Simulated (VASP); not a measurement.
CoSi2 (fluorite type): single point with PBEsol

Crystal: CoSi2 (fluorite type).

```
Co Si
1.0
     0.00000    2.26497    2.26497
     2.26497    0.00000    2.26497
     2.26497    2.26497    0.00000
Co Si
1 2
Direct
  0.00000 0.00000 0.00000
  0.25000 0.25000 0.25000
  0.75000 0.75000 0.75000
```

```
Program                 : VASP 6.6.1
Task                    : single point
Functional              : PBEsol
Potentials or basis     : VASP PAW PBE potentials, release 64 (Co, Si)
Cutoff                  : 520 eV
k mesh                  : 11 × 11 × 11
Occupations             : fermi-dirac, width 0.1 eV
Spin                    : no spin polarisation
Dipole correction       : no
k mesh for the DOS      : 17 × 17 × 17
Occupations for the DOS : tetrahedron
Further INCAR settings  : ALGO = Normal; EDIFF = 1e-06
```

```json
{
  "Valence electrons inside the program's atomic spheres": "Co 10.81; Si 2.12"
}
```

Levels at points of the mesh, in eV from the Fermi level:
```tsv
k point	band 5	band 6	band 7	band 8	band 9	band 10	band 11	band 12
(0.00, 0.00, 0.00)	-4.45	-4.45	3.18	3.18	3.18	5.98	5.98	5.98
```

Run time: 57 s on 1 thread of Intel Xeon 8259CL, on a shared host, peak memory 0.17 GiB.

Caveat: the run has no spin polarisation, though such a crystal can be magnetic. Spin polarisation is off, so any magnetic state and its effect on volume and gap are missing.
